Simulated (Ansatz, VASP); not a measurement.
## Two plane-wave programs on Mo

```xyz
1
Lattice="-1.6242 1.6242 1.6242 1.6242 -1.6242 1.6242 1.6242 1.6242 -1.6242" Properties=species:S:1:pos:R:3 pbc="T T T"
Mo    0.0000    0.0000    0.0000
```

Alike in both runs: task single point; functional r2SCAN; k mesh 15 × 15 × 15; occupations fermi-dirac, width 0.1 eV; no spin polarisation.

|  | VASP | Ansatz |
| --- | --- | --- |
| version | VASP 6.6.1 | Ansatz 0.2.0 |
| potentials or method | VASP PAW PBE potentials, release 64 (Mo_sv), cutoff 520 eV | plane waves, PAW |
| valence electrons in the cell | 14 | 14 |

|  | VASP | Ansatz | Ansatz less VASP |
| --- | --- | --- | --- |
| pressure (GPa) | -19.8 | -20.5 | -0.73 |

VASP's potentials were made for PBE, not for r2SCAN. The functional is the same, so the differences come from potentials, cutoffs and numerics. Ansatz's warnings: stress scf threshold loose.
